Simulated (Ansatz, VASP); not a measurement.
**Cu in VASP and in Ansatz**

```
Cu
1.0
     2.55616    0.00000    0.00000
    -1.27808    2.21370    0.00000
     0.00000    0.00000    8.34842
Cu
4
Direct
  0.00000 0.00000 0.00000
  0.00000 0.00000 0.50000
  0.33333 0.66667 0.25000
  0.66667 0.33333 0.75000
```

Alike in both runs: task relaxation of cell and atoms; functional PBE; k mesh 14 × 14 × 4; occupations fermi-dirac, width 0.1 eV; no spin polarisation.

```csv
,VASP,Ansatz
version,VASP 6.6.1,Ansatz 0.2.0
potentials or method,"VASP PAW PBE potentials, release 64 (Cu), cutoff 600 eV","plane waves (420 eV) with PAW, scalar-relativistic"
valence electrons in the cell,44,76
```

```tsv
	VASP	Ansatz	Ansatz less VASP
relaxed volume (Å³/atom)	12.02	11.97	-0.049
relaxed cell length with the largest relative difference (Å)	2.571	2.567	-0.0036
```

VASP's potentials hold 44 valence electrons a cell and Ansatz's 76, so a difference there can come from the potentials and not from the codes.
